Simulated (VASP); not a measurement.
## Be4H7: single point with PBE

Crystal: Be4H7.

```xyz
11
Lattice="2.1547 -7.4045 0.0000 2.1547 7.4045 0.0000 0.0000 0.0000 4.6715" Properties=species:S:1:pos:R:3 pbc="T T T"
Be    2.1547    6.0658    2.3358
Be    2.1547   -6.0658    2.3358
Be    2.1547    4.5691    0.0000
Be    2.1547   -4.5691    0.0000
H     0.0000    0.0000    2.3358
H     2.1547    5.4338    3.5570
H     2.1547    5.4338    1.1146
H     2.1547   -5.4338    3.5570
H     2.1547   -5.4338    1.1146
H     1.0774    3.7023    0.0000
H     1.0774   -3.7023    0.0000
```

The cell was generated, and may not be a known phase.

```
Program                : VASP 6.6.1
Task                   : single point
Functional             : PBE
Potentials or basis    : VASP PAW PBE potentials, release 64 (Be, H)
Cutoff                 : 600 eV
k mesh                 : 6 × 6 × 4
Occupations            : gaussian, width 0.1 eV
Spin                   : no spin polarisation
Dipole correction      : no
Further INCAR settings : ALGO = Normal; EDIFF = 1e-06; NBANDS = 18
```

The pressure is 0.1 GPa. The largest force is 0.012 eV/Å. The band gap on the k mesh is zero (an odd number of electrons rules out a gap without spin polarisation).

Forces in eV/Å, atoms in the order of the input:
```
Be   0.000  0.012  0.000
Be   0.000 -0.012  0.000
Be   0.000 -0.004  0.000
Be   0.000  0.004  0.000
H    0.000  0.000  0.000
H    0.000  0.009 -0.008
H    0.000  0.009  0.008
H    0.000 -0.009 -0.008
H    0.000 -0.009  0.008
H    0.000  0.000  0.000
H    0.000  0.000  0.000
```

Levels at points of the mesh, in eV from the Fermi level:
```
           k point  band 4  band 5  band 6  band 7  band 8  band 9  band 10  band 11
(0.00, 0.00, 0.00)   -6.16   -5.95   -5.78   -5.21    1.14    1.37     1.65     2.15
(0.50, 0.00, 0.00)   -6.53   -6.01   -5.97   -5.83   -1.03    0.40     2.18     2.24
(0.50, 0.50, 0.00)   -6.72   -6.03   -5.93   -5.21    1.53    1.59     1.79     2.05
(0.00, 0.00, 0.50)   -7.11   -6.37   -6.36   -5.16    1.79    2.17     2.60     2.66
(0.50, 0.00, 0.50)   -7.13   -6.30   -6.19   -6.14   -0.59    0.76     2.23     2.30
(0.50, 0.50, 0.50)   -7.45   -6.19   -6.07   -5.16    1.30    1.68     1.88     3.06
```

It took 4.7 min on 1 thread of Oxide Virtual Turin-like Processor, on a shared host, peak memory 0.41 GiB.

Caveat: an odd number of electrons without spin polarisation forces a metal; a magnetic or distorted state may lie lower.
